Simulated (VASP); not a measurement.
# Ta16S in VASP: a series of runs

The runs below take Ta16S through single point, with PBE.

Program: VASP 6.6.1. These are calculated values, not measurements. Logs are shortened: lines on timing, memory, paths and dates and some standing lists are left out, and cuts for length are marked.

## (1) The cell of the first run

The cell holds a slab with vacuum, 17 atoms: a = 6.638 Å, b = 6.638 Å, c = 20.300 Å, α = 90.00°, β = 90.00°, γ = 90.00°.

## (2) Single point, PBE

INCAR reads:

```
SYSTEM = Ta16S
ALGO = Normal ; DIPOL = 0.5 0.5 0.330
EDIFF = 1E-7 ; ENCUT = 520
GGA = PE ; IDIPOL = 3
ISIF = 2 ; ISMEAR = 0
LASPH = .True. ; LCHARG = .False.
LDIPOL = .True. ; LREAL = Auto
LWAVE = .False. ; NBANDS = 105
NELM = 80 ; PREC = Accurate
SIGMA = 0.1
```

KPOINTS reads:

```
k-points
0
Gamma
  4 4 1
  0 0 0
```

POSCAR reads:

```
Ta16S
1.0
    6.6379342675      0.0000000000      0.0000000000
    0.0000000000      6.6379342675      0.0000000000
    0.0000000000      0.0000000000     20.2996557315
Ta S
16 1
Direct
    0.2500000000      0.2500000000      0.1970476767
    0.2500000000      0.7500000000      0.1970476767
    0.7500000000      0.2500000000      0.1970476767
    0.7500000000      0.7500000000      0.1970476767
    0.0000000000      0.0000000000      0.2787970221
    0.0000000000      0.5000000000      0.2787970221
    0.5000000000      0.0000000000      0.2787970221
    0.5000000000      0.5000000000      0.2787970221
    0.2500000000      0.2500000000      0.3599139031
    0.2500000000      0.7500000000      0.3599139031
    0.7500000000      0.2500000000      0.3599139031
    0.7500000000      0.7500000000      0.3599139031
    0.0000000000      0.0000000000      0.4334879294
    0.0000000000      0.5000000000      0.4334879294
    0.5000000000      0.0000000000      0.4334879294
    0.5000000000      0.5000000000      0.4334879294
    0.0000000000      0.1250000000      0.5371080517
```

Potentials or basis: VASP PAW PBE potentials, release 64 (Ta_pv, S).

Launch:

```sh
$ cat potpaw_PBE.64/Ta_pv/POTCAR potpaw_PBE.64/S/POTCAR > POTCAR
$ mpirun -np 1 vasp_std > vasp.out
```

OUTCAR:

```text
SYSTEM = Ta16S
   EDIFF = 1E-7
   ENCUT = 520
   GGA = PE
   ISIF = 2
   ISMEAR = 0
   LASPH = .True.
   LREAL = Auto
   NELM = 80
   PREC = Accurate

 ion  position               nearest neighbor table
   1  0.250  0.250  0.197-   5 2.87   6 2.87   7 2.87   8 2.87   9 3.31   3 3.32   2 3.32   2 3.32
                             3 3.32
   2  0.250  0.750  0.197-   5 2.87   6 2.87   7 2.87   8 2.87  10 3.31   4 3.32   1 3.32   1 3.32
                             4 3.32
   3  0.750  0.250  0.197-   5 2.87   6 2.87   7 2.87   8 2.87  11 3.31   4 3.32   1 3.32   4 3.32
                             1 3.32
   4  0.750  0.750  0.197-   5 2.87   6 2.87   7 2.87   8 2.87  12 3.31   3 3.32   2 3.32   3 3.32
                             2 3.32
   5  0.000  0.000  0.279-   9 2.87  10 2.87  11 2.87  12 2.87   1 2.87   2 2.87   3 2.87   4 2.87
                            13 3.14   7 3.32   6 3.32   6 3.32   7 3.32
   6  0.000  0.500  0.279-   9 2.87  10 2.87  11 2.87  12 2.87   1 2.87   2 2.87   3 2.87   4 2.87
                            14 3.14   8 3.32   5 3.32   5 3.32   8 3.32
   7  0.500  0.000  0.279-   9 2.87  10 2.87  11 2.87  12 2.87   1 2.87   2 2.87   3 2.87   4 2.87
                            15 3.14   8 3.32   5 3.32   8 3.32   5 3.32
   8  0.500  0.500  0.279-   9 2.87  10 2.87  11 2.87  12 2.87   1 2.87   2 2.87   3 2.87   4 2.87
                            16 3.14   7 3.32   6 3.32   7 3.32   6 3.32
   9  0.250  0.250  0.360-  13 2.78  14 2.78  15 2.78  16 2.78   5 2.87   6 2.87   7 2.87   8 2.87
                             1 3.31  10 3.32  11 3.32  10 3.32  11 3.32
  10  0.250  0.750  0.360-  13 2.78  14 2.78  15 2.78  16 2.78   5 2.87   6 2.87   7 2.87   8 2.87
                             2 3.31   9 3.32  12 3.32   9 3.32  12 3.32
  11  0.750  0.250  0.360-  13 2.78  14 2.78  15 2.78  16 2.78   5 2.87   6 2.87   7 2.87   8 2.87
                             3 3.31   9 3.32  12 3.32  12 3.32   9 3.32
  12  0.750  0.750  0.360-  13 2.78  14 2.78  15 2.78  16 2.78   5 2.87   6 2.87   7 2.87   8 2.87
                             4 3.31  10 3.32  11 3.32  11 3.32  10 3.32
  13  0.000  0.000  0.433-  17 2.26  10 2.78  11 2.78  12 2.78   9 2.78   5 3.14  15 3.32  14 3.32
                            14 3.32  15 3.32
  14  0.000  0.500  0.433-   9 2.78  10 2.78  11 2.78  12 2.78   6 3.14  13 3.32  16 3.32  13 3.32
                            16 3.32
  15  0.500  0.000  0.433-   9 2.78  10 2.78  11 2.78  12 2.78   7 3.14  13 3.32  16 3.32  16 3.32
                            13 3.32
  16  0.500  0.500  0.433-   9 2.78  10 2.78  11 2.78  12 2.78   8 3.14  14 3.32  15 3.32  15 3.32
                            14 3.32
  17  0.000  0.125  0.537-  13 2.26

  LATTYP: Found a simple tetragonal cell.
 ALAT       =     6.6379342675
 C/A-ratio  =     3.0581284649

  Lattice vectors:

 A1 = (   6.6379342675,   0.0000000000,   0.0000000000)
 A2 = (   0.0000000000,   6.6379342675,   0.0000000000)
 A3 = (   0.0000000000,   0.0000000000,  20.2996557315)

Analysis of symmetry for initial positions (statically):
=====================================================================
 Subroutine PRICEL returns:
 Original cell was already a primitive cell.

 Routine SETGRP: Setting up the symmetry group for a
 simple tetragonal supercell.

 Subroutine GETGRP returns: Found  2 space group operations
 (whereof  2 operations were pure point group operations)
 out of a pool of 16 trial point group operations.

The static configuration has the point symmetry C_1h.

Analysis of symmetry for dynamics (positions and initial velocities):
=====================================================================
 Subroutine PRICEL returns:
 Original cell was already a primitive cell.

 Routine SETGRP: Setting up the symmetry group for a
 simple tetragonal supercell.

 Subroutine GETGRP returns: Found  2 space group operations
 (whereof  2 operations were pure point group operations)
 out of a pool of 16 trial point group operations.

The dynamic configuration has the point symmetry C_1h.

 Subroutine INISYM returns: Found  2 space group operations
 (whereof  2 operations are pure point group operations),
 and found     1 'primitive' translations

----------------------------------------------------------------------------------------

                                     Primitive cell

  volume of cell :     894.4469

  direct lattice vectors                    reciprocal lattice vectors
     6.637934268  0.000000000  0.000000000     0.150649277  0.000000000  0.000000000
     0.000000000  6.637934268  0.000000000     0.000000000  0.150649277  0.000000000
     0.000000000  0.000000000 20.299655731     0.000000000  0.000000000  0.049261919

  length of vectors
[... 63 lines left out ...]
 ===========================================

 Found      9 irreducible k-points:

 Following reciprocal coordinates:
            Coordinates               Weight
  0.000000  0.000000  0.000000      1.000000
  0.250000  0.000000  0.000000      2.000000
  0.000000  0.250000  0.000000      2.000000
  0.500000  0.000000  0.000000      1.000000
  0.000000  0.500000  0.000000      1.000000
  0.250000  0.250000  0.000000      4.000000
  0.500000  0.250000  0.000000      2.000000
 -0.250000  0.500000  0.000000      2.000000
  0.500000  0.500000  0.000000      1.000000
   k-points           NKPTS =      9   k-points in BZ     NKDIM =      9   number of bands    NBANDS=    105
   number of dos      NEDOS =    301   number of ions     NIONS =     17
   total plane-waves  NPLWV = 400000
   dimension x,y,z NGX =    50 NGY =   50 NGZ =  160
   dimension x,y,z NGXF=   100 NGYF=  100 NGZF=  320
   ions per type =              16   1
   NGX,Y,Z   is equivalent  to a cutoff of  12.52, 12.52, 13.10 a.u.
   NGXF,Y,Z  is equivalent  to a cutoff of  25.04, 25.04, 26.21 a.u.
 SYSTEM =  Ta16S
   PREC   = accura    normal or accurate (medium, high low for compatibility)
   ISTART =      0    job   : 0-new  1-cont  2-samecut
   ICHARG =      2    charge: 1-file 2-atom 10-const
   ISPIN  =      1    spin polarized calculation?
   LNONCOLLINEAR =      F non collinear calculations
   LSORBIT =      F    spin-orbit coupling
   LASPH  =      T    aspherical Exc in radial PAW
   ENCUT  =  520.0 eV  38.22 Ry    6.18 a.u.  12.34 12.34 37.74*2*pi/ulx,y,z
   NELM   =     80;   NELMIN=  2; NELMDL= -5     # of ELM steps
   EDIFF  = 0.1E-06   stopping-criterion for ELM
   LREAL  =      T    real-space projection
   EDIFFG = 0.1E-05   stopping-criterion for IOM
   NSW    =      0    number of steps for IOM
   IBRION =     -1    ionic relax: 0-MD 1-quasi-New 2-CG
   NFREE  =      0    steps in history (QN), initial steepest desc. (CG)
   ISIF   =      2    stress and relaxation
   ISYM   =      2    0-nonsym 1-usesym 2-fastsym
   POTIM  = 0.5000    time-step for ionic-motion
   TEBEG  =    0.0;   TEEND  =   0.0 temperature during run
   PSTRESS=    0.0 pullay stress
   NELECT =     182.0000    total number of electrons
   NUPDOWN=      -1.0000    fix difference up-down
   EMIN   =  10.00;   EMAX   =-10.00  energy-range for DOS
   EFERMI =   0.00;   METHOD = LEGACY
   ISMEAR =     0;   SIGMA  =   0.10  broadening in eV -4-tet -1-fermi 0-gaus
   EFERMI_NEDOS =   21; number of points for ismear=-14 and -15
   IALGO  =     38    algorithm
   IMIX   =      4    mixing-type and parameters
     AMIX     =   0.40;   BMIX     =  1.00
     AMIX_MAG =   1.60;   BMIX_MAG =  1.00
  volume/ion in A,a.u.               =      52.61       355.06
  Fermi-wavevector in a.u.,A,eV,Ry     =   0.962898  1.819614 12.614957  0.927173
  Thomas-Fermi vector in A             =   2.092397
   LORBIT       =      0    0 simple, 1 ext, 2 COOP (PROOUT), +10 PAW based schemes
   GGA     = PE    functional components
   LHFCALC =     F    Hartree Fock is set to
   AEXX    =    0.0000 exact exchange contribution
   IVDW    =     0    specifies the selected vdW correction
   LEPSILON=     F    determine dielectric tensor
   LRPA    =     F    only Hartree local field effects (RPA)
 non-spin polarized calculation
 Gauss-broadening in eV      SIGMA  =   0.10
  energy-cutoff  :      520.00
  volume of cell :      894.45
 maximum number of plane-waves:     24163
 NGX is ok and might be reduce to    50
   NGX = 25   NGY = 25   NGZ = 75

 dipolmoment           0.000000      0.000000     -2.170037 electrons x Angstroem

 number of electron     181.9999954 magnetization

 dipolmoment           0.000000      0.000000      0.182707 electrons x Angstroem

 Free energy of the ion-electron system (eV)
  ---------------------------------------------------
  ext. energy  EPLUGINS =         0.00000000
  ---------------------------------------------------
  free energy    TOTEN  =      -179.87568130 eV

  energy without entropy =     -179.80203756  energy(sigma->0) =     -179.83885943

 E-fermi :  -0.6580     XC(G=0):  -5.4424

 val. band max:       -0.7065227630   @ k =   0.0000   0.2500   0.0000
 cond. band min:      -0.6565360251   @ k =   0.0000   0.0000   0.0000
 fundamental gap:      0.0499867379
 Fermi energy:        -0.6579811534

 k-point     1 :       0.0000    0.0000    0.0000
  band No.  band energies     occupation
      1     -35.6725      2.00000
      2     -35.6684      2.00000
      3     -35.6650      2.00000
      4     -35.6640      2.00000
      5     -35.6578      2.00000
      6     -35.6531      2.00000
[... 943 lines left out ...]
    102      -0.1056      0.00000
    103      -0.0085      0.00000
 [bands above 103 left out]

------------------------ aborting loop because EDIFF is reached ----------------------------------------

 vacuum level on the upper side and lower side of the slab       (xc-potential included)         0.239        -0.516

  FORCE on cell =-STRESS in cart. coord.  units (eV):
  Direction    XX          YY          ZZ          XY          YZ          ZX
  --------------------------------------------------------------------------------------
  -------------------------------------------------------------------------------------
  Total      -17.1025079    -18.2339775     -1.4851535      0.0000000      1.1184912      0.0000000
  in kB      -30.6348539    -32.6615980     -2.6602800      0.0000000      2.0034965      0.0000000
  external PRESSURE =     -21.9855773 kB  Pullay stress =       0.0000000 kB

 VOLUME and BASIS-vectors are now :
 -----------------------------------------------------------------------------
  energy-cutoff  :      520.00
  volume of cell :      894.45
      direct lattice vectors                 reciprocal lattice vectors
     6.637934268  0.000000000  0.000000000     0.150649277  0.000000000  0.000000000
     0.000000000  6.637934268  0.000000000     0.000000000  0.150649277  0.000000000
     0.000000000  0.000000000 20.299655731     0.000000000  0.000000000  0.049261919

 POSITION                                       TOTAL-FORCE (eV/Angst)
 -----------------------------------------------------------------------------------
      1.65948      1.65948      4.00000        -0.041345     -0.007282      0.798303
      1.65948      4.97845      4.00000        -0.003691      0.021564      0.753931
      4.97845      1.65948      4.00000         0.041345     -0.007282      0.798303
      4.97845      4.97845      4.00000         0.003691      0.021564      0.753931
      0.00000      0.00000      5.65948         0.000000      0.035609     -1.318739
      0.00000      3.31897      5.65948         0.000000     -0.084033     -0.800513
[... 9 lines left out ...]
      3.31897      3.31897      8.79966         0.000000     -0.043329     -0.425140
      0.00000      0.82974     10.90311         0.000000      0.495027      0.008232
 -----------------------------------------------------------------------------------
    total drift:                                0.000000     -0.000417      0.004810

  FREE ENERGIE OF THE ION-ELECTRON SYSTEM (eV)
  ---------------------------------------------------
  free  energy   TOTEN  =      -179.8756812958 eV

  energy  without entropy=     -179.8020375581  energy(sigma->0) =     -179.83885943

 vacuum level on the upper side and lower side of the slab         4.007         3.227
```

Run time: 37 min. Hardware: 1 thread of AMD EPYC 9R45 (Zen 5), shared host; peak memory 1.1 GiB.

Results:

| Item | Value |
| --- | --- |
| Free energy | -179.8757 eV |
| Largest force | 1.841 eV/Å |
| Band gap on the k mesh | zero (bands 91 and 92 overlap by 0.76 eV) |

Forces in eV/Å, atoms in the order of the input:
```
Ta  -0.041 -0.007  0.798
Ta  -0.004  0.022  0.754
Ta   0.041 -0.007  0.798
Ta   0.004  0.022  0.754
Ta   0.000  0.036 -1.319
Ta   0.000 -0.084 -0.801
Ta   0.000  0.030 -0.746
Ta   0.000  0.051 -0.603
Ta   0.231  0.209 -0.575
Ta   0.418 -0.314 -0.291
Ta  -0.231  0.209 -0.575
Ta  -0.418 -0.314 -0.291
Ta   0.000  0.106  1.838
Ta   0.000 -0.543  0.660
Ta   0.000  0.135  0.016
Ta   0.000 -0.043 -0.425
S    0.000  0.495  0.008
```

Caveat: spin-orbit coupling is left out, which moves the levels of the heavy elements.

## (3) Single point, PBE

INCAR reads:

```
PREC = Accurate
ENCUT = 520
EDIFF = 1E-7
ISMEAR = 0
SIGMA = 0.1
LREAL = Auto
LASPH = True
NELM = 100
ALGO = Normal
ISIF = 2
LWAVE = False
LCHARG = False
LDIPOL = True
IDIPOL = 3
DIPOL = 0.5 0.5 0.330
GGA = PE
NBANDS = 105
```

KPOINTS reads:

```
Automatic mesh
0
Gamma
  4 4 1
```

Edit POSCAR of step 2 so:

```diff
@@ -24,2 +24,2 @@
     0.5000000000      0.5000000000      0.4334879294
-    0.0000000000      0.1250000000      0.5371080517
+    0.0000000000      0.1875000000      0.5281766597
```

Potentials or basis: VASP PAW PBE potentials, release 64 (Ta_pv, S).

Launch:

```sh
$ cat potpaw_PBE.64/Ta_pv/POTCAR potpaw_PBE.64/S/POTCAR > POTCAR
$ mpirun -np 1 vasp_std > vasp.out
```

It took 34 min on 1 thread of Intel Xeon 6975P-C (Granite Rapids), shared host; peak memory 1.1 GiB.

Results (log left out):

* Free energy: -180.1691 eV
* Largest force: 1.551 eV/Å
* Band gap on the k mesh: zero (bands 91 and 92 overlap by 0.60 eV)

Forces on the atoms (eV/Å):
```
Ta  -0.043  0.001  0.814
Ta   0.001  0.020  0.755
Ta   0.043  0.001  0.814
Ta  -0.001  0.020  0.755
Ta   0.000  0.064 -1.270
Ta   0.000 -0.120 -0.883
Ta   0.000  0.038 -0.723
Ta   0.000  0.025 -0.585
Ta   0.229  0.130 -0.683
Ta   0.462 -0.215 -0.228
Ta  -0.229  0.130 -0.683
Ta  -0.462 -0.215 -0.228
Ta   0.000  0.061  1.426
Ta   0.000 -0.908  1.257
Ta   0.000  0.182 -0.126
Ta   0.000 -0.087 -0.424
S    0.000  0.874  0.013
```

Levels at points of the mesh, in eV from the Fermi level:
| k point | band 90 | band 91 | band 92 | band 93 | band 94 | band 95 |
| --- | --- | --- | --- | --- | --- | --- |
| (0.00, 0.00, 0.00) | 0.13 | 0.17 | 0.20 | 0.28 | 0.37 | 0.37 |
| (0.50, 0.00, 0.00) | -0.31 | -0.23 | -0.06 | 0.25 | 0.28 | 0.29 |
| (0.00, 0.50, 0.00) | -0.26 | -0.15 | -0.14 | 0.21 | 0.26 | 0.28 |
| (0.50, 0.50, 0.00) | -0.80 | -0.77 | -0.43 | -0.13 | -0.12 | -0.10 |

Caveat: spin-orbit coupling is left out, which moves the levels of the heavy elements.
